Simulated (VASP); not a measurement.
# CuSi16 (a cell with a defect) in VASP: a series of runs

CuSi16 (a cell with a defect) is run at these levels: PBE; tasks: single point.

Program: VASP 6.6.1. These are calculated values, not measurements. Logs are shortened: lines on timing, memory, paths and dates and some standing lists are left out, and cuts for length are marked.

**1. The cell of the first run**

The cell holds a defect, 17 atoms: a = 7.679 Å, b = 7.679 Å, c = 7.679 Å, α = 60.00°, β = 60.00°, γ = 60.00°.

**2. Single point, PBE**

Input file INCAR:

```
SYSTEM = CuSi16
  PREC = Accurate
  ENCUT = 520
  EDIFF = 1E-7
  ISMEAR = 0
  SIGMA = 0.05
  LREAL = Auto
  LASPH = .True.
  NELM = 100
  ALGO = Normal
  ISIF = 2
  LWAVE = .False.
  LCHARG = .False.
  GGA = PE
  NBANDS = 52
  NELECT = 74.0
```

Input file KPOINTS:

```
Automatic mesh
0
Gamma
  2 2 2
  0 0 0
```

Input file POSCAR:

```
CuSi16
1.0
    0.0000000000      5.4300000000      5.4300000000
    5.4300000000      0.0000000000      5.4300000000
    5.4300000000      5.4300000000      0.0000000000
Si Cu
16 1
Direct
    0.0063116022      0.0117158379     -0.0240145488
    0.1259708103      0.1187503683      0.1205654696
   -0.0003955801      0.0044186004      0.4926279926
    0.1312779926      0.1329610497      0.6049284530
   -0.0142732044      0.5085010129      0.0013234807
    0.1223953959      0.6376686924      0.1182705341
    0.0013901473      0.5068450276      0.4908166667
    0.1139947514      0.6302199816      0.6274127993
    0.5098049724     -0.0260003683      0.0068322284
    0.6350702578      0.1189164825      0.1206638122
    0.5037464088      0.0043926335      0.4927305709
    0.6271598527      0.1137020258      0.6324786372
    0.5050177716      0.5085505525      0.0013840700
    0.6178415285      0.6027627072      0.1623551565
    0.4877397790      0.4909138122      0.5340583794
    0.6288488029      0.6302044199      0.6274421731
    0.3508889503      0.3404464088      0.9582480663
```

Potentials or basis: VASP PAW PBE potentials, release 64 (Si, Cu).

Run with:

```bash
$ cat potpaw_PBE.64/Si/POTCAR potpaw_PBE.64/Cu/POTCAR > POTCAR
$ mpirun -np 1 vasp_std > vasp.out
```

OUTCAR:

```text
SYSTEM = CuSi16
   PREC = Accurate
   ENCUT = 520
   EDIFF = 1E-7
   ISMEAR = 0
   LREAL = Auto
   LASPH = .True.
   NELM = 100
   ISIF = 2
   GGA = PE
   NELECT = 74.0

 ion  position               nearest neighbor table
   1  0.006  0.012  0.976-   4 2.33  10 2.33   2 2.33   6 2.35
   2  0.126  0.119  0.121-   1 2.33   3 2.33   9 2.41   5 2.45  17 2.47
   3  1.000  0.004  0.493-   2 2.33   4 2.34  12 2.34   8 2.35
   4  0.131  0.133  0.605-   1 2.33  11 2.34   3 2.34   7 2.35
   5  0.986  0.509  0.001-  14 2.32   8 2.34  17 2.35   6 2.40   2 2.45
   6  0.122  0.638  0.118-   7 2.34   1 2.35  13 2.40   5 2.40  17 2.54
   7  0.001  0.507  0.491-   6 2.34  16 2.34   8 2.34   4 2.35
   8  0.114  0.630  0.627-   7 2.34   5 2.34   3 2.35  15 2.35
   9  0.510  0.974  0.007-  14 2.34  17 2.35  12 2.35   2 2.41  10 2.41
  10  0.635  0.119  0.121-   1 2.33  11 2.33   9 2.41  13 2.44  17 2.47
  11  0.504  0.004  0.493-  10 2.33   4 2.34  12 2.34  16 2.35
  12  0.627  0.114  0.632-   3 2.34  11 2.34   9 2.35  15 2.37
  13  0.505  0.509  0.001-  14 2.32  16 2.34  17 2.35   6 2.40  10 2.44
  14  0.618  0.603  0.162-   5 2.32  13 2.32  15 2.33   9 2.34
  15  0.488  0.491  0.534-  14 2.33   8 2.35  16 2.35  12 2.37  17 2.66
  16  0.629  0.630  0.627-   7 2.34  13 2.34  11 2.35  15 2.35
  17  0.351  0.340  0.958-   9 2.35   5 2.35  13 2.35  10 2.47   2 2.47   6 2.54  15 2.66

  LATTYP: Found a face centered cubic cell.
 ALAT       =    10.8600000000

  Lattice vectors:

 A1 = (   0.0000000000,   5.4300000000,   5.4300000000)
 A2 = (   5.4300000000,   0.0000000000,   5.4300000000)
 A3 = (   5.4300000000,   5.4300000000,   0.0000000000)

Analysis of symmetry for initial positions (statically):
=====================================================================
 Subroutine PRICEL returns:
 Original cell was already a primitive cell.

 Routine SETGRP: Setting up the symmetry group for a
 face centered cubic supercell.

 Subroutine GETGRP returns: Found  1 space group operations
 (whereof  1 operations were pure point group operations)
 out of a pool of 48 trial point group operations.

The static configuration has the point symmetry C_1 .

Analysis of symmetry for dynamics (positions and initial velocities):
=====================================================================
 Subroutine PRICEL returns:
 Original cell was already a primitive cell.

 Routine SETGRP: Setting up the symmetry group for a
 face centered cubic supercell.

 Subroutine GETGRP returns: Found  1 space group operations
 (whereof  1 operations were pure point group operations)
[... 121 lines left out ...]
   ISIF   =      2    stress and relaxation
   ISYM   =      2    0-nonsym 1-usesym 2-fastsym
   POTIM  = 0.5000    time-step for ionic-motion
   TEBEG  =    0.0;   TEEND  =   0.0 temperature during run
   PSTRESS=    0.0 pullay stress
   NELECT =      74.0000    total number of electrons
   NUPDOWN=      -1.0000    fix difference up-down
   EMIN   =  10.00;   EMAX   =-10.00  energy-range for DOS
   EFERMI =   0.00;   METHOD = LEGACY
   ISMEAR =     0;   SIGMA  =   0.05  broadening in eV -4-tet -1-fermi 0-gaus
   EFERMI_NEDOS =   21; number of points for ismear=-14 and -15
   IALGO  =     38    algorithm
   IMIX   =      4    mixing-type and parameters
     AMIX     =   0.40;   BMIX     =  1.00
     AMIX_MAG =   1.60;   BMIX_MAG =  1.00
  volume/ion in A,a.u.               =      18.84       127.11
  Fermi-wavevector in a.u.,A,eV,Ry     =   1.004636  1.898488 13.732283  1.009294
  Thomas-Fermi vector in A             =   2.137265
   LORBIT       =      0    0 simple, 1 ext, 2 COOP (PROOUT), +10 PAW based schemes
   GGA     = PE    functional components
   LHFCALC =     F    Hartree Fock is set to
   AEXX    =    0.0000 exact exchange contribution
   IVDW    =     0    specifies the selected vdW correction
   LEPSILON=     F    determine dielectric tensor
   LRPA    =     F    only Hartree local field effects (RPA)
 non-spin polarized calculation
 Gauss-broadening in eV      SIGMA  =   0.05
  energy-cutoff  :      520.00
  volume of cell :      320.21
 maximum number of plane-waves:      8646
 NGX is ok and might be reduce to    60
   NGX = 29   NGY = 29   NGZ = 29

 number of electron      74.0000000 magnetization

 Free energy of the ion-electron system (eV)
  ---------------------------------------------------
  ext. energy  EPLUGINS =         0.00000000
  ---------------------------------------------------
  free energy    TOTEN  =       -94.22293828 eV

  energy without entropy =      -94.22207156  energy(sigma->0) =      -94.22250492

 E-fermi :   6.4024     XC(G=0):  -9.6098

 val. band max:        6.3299618448   @ k =   0.0000   0.0000   0.0000
 cond. band min:       6.4747513367   @ k =   0.0000   0.0000   0.0000
 fundamental gap:      0.1447894919
 Fermi energy:         6.4023565995

 k-point     1 :       0.0000    0.0000    0.0000
  band No.  band energies     occupation
      1      -5.8942      2.00000
      2      -3.5308      2.00000
      3      -3.5133      2.00000
      4      -3.4877      2.00000
      5      -3.4667      2.00000
      6      -2.0084      2.00000
[... 405 lines left out ...]
     48      10.4717      0.00000
     49      10.4872      0.00000
 [bands above 49 left out]

------------------------ aborting loop because EDIFF is reached ----------------------------------------

  FORCE on cell =-STRESS in cart. coord.  units (eV):
  Direction    XX          YY          ZZ          XY          YZ          ZX
  --------------------------------------------------------------------------------------
  -------------------------------------------------------------------------------------
  Total       -1.9500802     -1.3387117     -1.3557740      0.0656522      0.7154718     -0.0947618
  in kB       -9.7573880     -6.6983548     -6.7837278      0.3284961      3.5799223     -0.4741486
  external PRESSURE =      -7.7464902 kB  Pullay stress =       0.0000000 kB

 VOLUME and BASIS-vectors are now :
 -----------------------------------------------------------------------------
  energy-cutoff  :      520.00
  volume of cell :      320.21
      direct lattice vectors                 reciprocal lattice vectors
     0.000000000  5.430000000  5.430000000    -0.092081031  0.092081031  0.092081031
     5.430000000  0.000000000  5.430000000     0.092081031 -0.092081031  0.092081031
     5.430000000  5.430000000  0.000000000     0.092081031  0.092081031 -0.092081031

 POSITION                                       TOTAL-FORCE (eV/Angst)
 -----------------------------------------------------------------------------------
      5.36322      5.33387      0.09789         0.005288      0.005242     -0.003830
      1.29948      1.33869      1.32884        -0.000234     -0.000722     -0.000537
      2.69896      8.10282      5.45185        -0.006468     -0.003171     -0.001490
      4.00674      3.99760      1.43482        -0.002949     -0.001002     -0.000834
      2.76835      5.35968      8.11366         0.009780      0.000503     -0.012002
      4.10475      1.30682      4.12715         0.000620     -0.004439     -0.001079
[... 9 lines left out ...]
      6.82902      6.82166      6.83666         0.001484     -0.002558     -0.004747
      7.05191      7.10861      3.75395        -0.001624     -0.007613      0.013016
 -----------------------------------------------------------------------------------
    total drift:                               -0.002446     -0.001560     -0.001521

  FREE ENERGIE OF THE ION-ELECTRON SYSTEM (eV)
  ---------------------------------------------------
  free  energy   TOTEN  =       -94.2229382835 eV

  energy  without entropy=      -94.2220715594  energy(sigma->0) =      -94.22250492
```

stdout:

```text
POSCAR found type information on POSCAR SiCu
 POSCAR found :  2 types and      17 ions
 scaLAPACK will be used
 LDA part: xc-table for (Slater+PW92), standard interpolation
 POSCAR, INCAR and KPOINTS ok, starting setup
 FFT: planning ... GRIDC
 FFT: planning ... GRID_SOFT
 FFT: planning ... GRID
 WAVECAR not read
 entering main loop
 the old and the new charge density differ
 old charge density:    75.00000 new   74.00000
    0.225E+01
```

Wall time 3.3 min (1 thread of Intel Xeon 6975P-C (Granite Rapids), shared host); peak memory 0.49 GiB.

What came out:

| Property | Result |
| --- | --- |
| Free energy | -94.2229 eV |
| Largest force | 0.015 eV/Å |

Forces on the atoms (eV/Å):
```
Si   0.005  0.005 -0.004
Si   0.000 -0.001 -0.001
Si  -0.006 -0.003 -0.001
Si  -0.003 -0.001 -0.001
Si   0.010  0.001 -0.012
Si   0.001 -0.004 -0.001
Si   0.001 -0.001  0.002
Si   0.001  0.003  0.003
Si   0.005  0.010 -0.008
Si  -0.004  0.001 -0.004
Si  -0.007  0.002  0.006
Si   0.004 -0.003  0.003
Si   0.010  0.012  0.003
Si  -0.006 -0.009  0.004
Si  -0.011 -0.002  0.003
Si   0.001 -0.003 -0.005
Cu  -0.002 -0.008  0.013
```

Levels at points of the mesh, in eV from the Fermi level:
```
           k point  band 34  band 35  band 36  band 37  band 38  band 39  band 40  band 41
(0.00, 0.00, 0.00)    -1.01    -0.64    -0.19    -0.07     0.07     0.40     0.59     0.61
(0.50, 0.00, 0.00)    -0.94    -0.90    -0.85    -0.74     0.55     1.12     1.25     1.31
(0.00, 0.50, 0.00)    -0.94    -0.88    -0.88    -0.80     0.50     1.15     1.24     1.32
(0.00, 0.00, 0.50)    -0.91    -0.89    -0.65    -0.52     0.52     1.00     1.34     1.37
(0.50, 0.50, 0.50)    -0.94    -0.90    -0.85    -0.74     0.55     1.12     1.25     1.31
(0.50, 0.50, 0.00)    -1.54    -1.46    -1.43    -1.08     0.65     0.99     1.94     2.06
(0.00, 0.50, 0.50)    -1.51    -1.50    -1.42    -1.12     0.67     0.98     1.95     2.05
(0.50, 0.00, 0.50)    -1.54    -1.46    -1.43    -1.08     0.65     0.99     1.94     2.06
```

Caveat: the k points lie up to 0.50 Å⁻¹ apart; the cell carries a net charge on a neutralising background, which shifts energy and pressure; the cell is charged against a uniform background, so pressure and absolute levels hang on convention.

(Continued in part 2 of 2.)
